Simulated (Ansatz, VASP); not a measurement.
**Zn12H in VASP and in Ansatz**

```
CELL_PARAMETERS angstrom
5.32000 0.00000 0.00000
-3.99000 6.91088 0.00000
0.00000 0.00000 4.93696
ATOMIC_POSITIONS crystal
Zn 0.99508 0.99900 0.99607
Zn 0.16577 0.22071 0.50021
Zn 0.99793 0.33264 0.99751
Zn 0.16808 0.55532 0.50398
Zn 0.02140 0.67586 0.01142
Zn 0.17121 0.89201 0.49977
Zn 0.50435 0.00384 0.99841
Zn 0.66889 0.22152 0.50140
Zn 0.48414 0.31497 0.00788
Zn 0.66839 0.55555 0.47159
Zn 0.48912 0.67464 0.01178
Zn 0.66886 0.89088 0.50063
H 0.66566 0.55684 0.85338
```

Alike in both runs: functional PBE; k mesh 4 × 3 × 3; occupations fermi-dirac, width 0.1 eV; no spin polarisation.

Ansatz relaxed the structure, and its values are those at the end. VASP's run is a single point on that final structure, the one shown.

```csv
,VASP,Ansatz
version,VASP 6.6.1,Ansatz 0.2.0
potentials or method,"VASP PAW PBE potentials, release 64 (Zn, H), cutoff 520 eV","scalar-relativistic, plane waves, PAW"
valence electrons in the cell,145,145
```

Ansatz gave:

- rms of the force components (eV/Å): 0.023

Task: What did VASP give for the same quantities?

Result: rms of the force components (eV/Å): 0.024.

The k mesh is coarse, so the values compare programs but aren't converged.
